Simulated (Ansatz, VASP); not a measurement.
**KSi3I in VASP and in Ansatz**

```
CELL_PARAMETERS angstrom
5.53033 0.00000 0.00000
0.00000 5.53033 0.00000
0.00000 0.00000 5.53033
ATOMIC_POSITIONS crystal
K 0.00000 0.00000 0.00000
Si 0.00000 0.50000 0.50000
Si 0.50000 0.00000 0.50000
Si 0.50000 0.50000 0.00000
I 0.50000 0.50000 0.50000
```

Alike in both runs: functional PBE; k mesh 4 × 4 × 4; occupations gaussian, width 0.1 eV; no spin polarisation.

Ansatz relaxed the structure, and its values are those at the end. VASP's run is a single point on that final structure, the one shown.

```csv
,VASP,Ansatz
version,VASP 6.6.1,Ansatz 0.2.0
potentials or method,"VASP PAW PBE potentials, release 64 (K_sv, Si, I), cutoff 520 eV","scalar-relativistic, plane waves, PAW"
valence electrons in the cell,28,38
```

|  | VASP | Ansatz | Ansatz less VASP |
| --- | --- | --- | --- |
| gap on the k mesh at the Fermi level (eV) | none | none | - |
| pressure (GPa) | 0.2 | 0.2 | -0.01 |

A gap of «none» marks a metal or a gap that the smearing closes. The functional is the same, so the differences come from potentials, cutoffs and numerics. VASP's potentials hold 28 valence electrons a cell and Ansatz's 38, so a difference there can come from the potentials and not from the codes.

Spin-orbit coupling is off throughout.
